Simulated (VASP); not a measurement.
Write the native input for VASP 6.6.1 that does the following.

| Quantity | Value |
| --- | --- |
| Task | single point |
| Functional | PBEsol |
| Potentials or basis | VASP PAW PBE potentials, release 64 (Zn, S) |
| Cutoff | 520 eV |
| k mesh | 6 × 6 × 6 |
| Occupations | gaussian, width 0.1 eV |
| Spin | no spin polarisation |
| Dipole correction | no |
| Further INCAR settings | ALGO = Normal; EDIFF = 1e-07; NBANDS = 16 |

The structure of ZnS (sol) lies in POSCAR:

```
ZnS
1.0
    0.0000000000      2.6936828800      2.6936828800
    2.6936828800      0.0000000000      2.6936828800
    2.6936828800      2.6936828800      0.0000000000
Zn S
1 1
Direct
    0.0000000000      0.0000000000      0.0000000000
    0.7500000000      0.7500000000      0.7500000000
```

The input as run:

INCAR

```
  ALGO = Normal
  EDIFF = 1E-7
  ENCUT = 520
  GGA = PS
  ISIF = 2
  ISMEAR = 0
  LASPH = True
  LCHARG = False
  LREAL = False
  LWAVE = False
  NBANDS = 16
  NELM = 60
  PREC = Accurate
  SIGMA = 0.1
```

KPOINTS

```
k-points
0
Gamma
  6 6 6
```

Potentials or basis: VASP PAW PBE potentials, release 64 (Zn, S).

The run is started by

```sh
$ cat potpaw_PBE.64/Zn/POTCAR potpaw_PBE.64/S/POTCAR > POTCAR
$ mpirun -np 1 vasp_std > vasp.out
```

It gave:

```json
{
 "Pressure": "-1.1 GPa",
 "Band gap on the k mesh": "2.02 eV, direct"
}
```

Caveat: the PAW data sets were made with another functional, which shifts forces and pressure a little.

Run time: 18 s on 1 thread of Intel Xeon 8259CL, with other jobs on the host, peak memory 0.15 GiB.
